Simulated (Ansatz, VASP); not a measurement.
# C: VASP beside Ansatz

```
C
1.0
     0.00000    1.81835    1.81835
     1.81835    0.00000    1.81835
     1.81835    1.81835    0.00000
C
2
Direct
  0.75000 0.75000 0.75000
  0.50000 0.50000 0.50000
```

Alike in both runs: task single point; functional PBE0; k mesh 8 × 8 × 8; occupations fermi-dirac, width 0.05 eV; no spin polarisation.

```csv
,VASP,Ansatz
version,VASP 6.6.1,Ansatz 0.2.0
potentials or method,"VASP PAW PBE potentials, release 64 (C)",Ansatz PAW
plane-wave cutoff (eV),520,420
valence electrons in the cell,8,8
```

```tsv
	VASP	Ansatz	Ansatz less VASP
gap on the k mesh at the Fermi level (eV)	5.90	5.89	-0.004
least direct gap on the mesh (eV)	7.54	7.53	-0.009
```
